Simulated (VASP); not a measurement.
Input of a VASP 6.6.1 run:

File INCAR:

```
ALGO = Normal
EDIFF = 1E-6
ENCUT = 520
GGA = PS
ISIF = 2
ISMEAR = 0
LASPH = True
LCHARG = False
LREAL = False
LWAVE = False
NBANDS = 28
NELM = 100
PREC = Accurate
SIGMA = 0.01
```

The input KPOINTS:

```
k-points
0
Gamma
  6 6 4
```

File POSCAR:

```
La2O3
1.0
    3.8299440326      0.0000000000      0.0000000000
   -1.9149720163      3.3168282381      0.0000000000
    0.0000000000      0.0000000000      5.9551675901
La O
2 3
Direct
    0.6666666667      0.3333333333      0.7537640000
    0.3333333333      0.6666666667      0.2462360000
    0.6666666667      0.3333333333      0.3541090000
    0.3333333333      0.6666666667      0.6458910000
    0.0000000000      0.0000000000      0.0000000000
```

Potentials or basis: VASP PAW PBE potentials, release 64 (La, O).

Command:

```sh
$ cat potpaw_PBE.64/La/POTCAR potpaw_PBE.64/O/POTCAR > POTCAR
$ mpirun -np 1 vasp_std > vasp.out
```

(1) Predict the pressure.

(2) Estimate the largest force.

(3) Estimate the band gap on the k mesh.

## Answers

(1) 8.6 GPa.

(2) 0.547 eV/Å.

(3) 3.77 eV, indirect (least direct gap 3.79 eV).

Caveat: the PAW data sets were made with another functional, which shifts forces and pressure a little; spin-orbit coupling is left out, which moves the levels of the heavy elements.
